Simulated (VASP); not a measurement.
Input of a VASP 6.6.1 run:

INCAR

```
PREC = Accurate
ENCUT = 500
EDIFF = 1E-6
ISMEAR = -1
SIGMA = 0.05
LREAL = False
LASPH = True
NELM = 120
ALGO = Normal
ISIF = 2
LWAVE = False
LCHARG = False
GGA = PS
NBANDS = 22
GGA_COMPAT = False
```

Contents of KPOINTS:

```
Automatic mesh
0
Gamma
  11 11 11
```

File POSCAR:

```
Bi
1.0
    0.0000000000      3.2091573348      3.2091573348
    3.2091573348      0.0000000000      3.2091573348
    3.2091573348      3.2091573348      0.0000000000
Bi
2
Direct
   -0.1250000000     -0.1250000000     -0.1250000000
    0.1250000000      0.1250000000      0.1250000000
```

Potentials or basis: VASP PAW PBE potentials, release 64 (Bi_d).

Run with:

```sh
$ cat potpaw_PBE.64/Bi_d/POTCAR > POTCAR
$ mpirun -np 1 vasp_std > vasp.out
```

(1) Predict the band gap on the k mesh.

(2) Estimate the pressure.

Answers

(1) zero (band 15 reaches 7.93 eV, above the bottom of band 16 at 6.55 eV).

(2) 21.9 GPa.

Caveat: the PAW data sets were made with another functional, which shifts forces and pressure a little; spin-orbit coupling is left out, which moves the levels of the heavy elements.
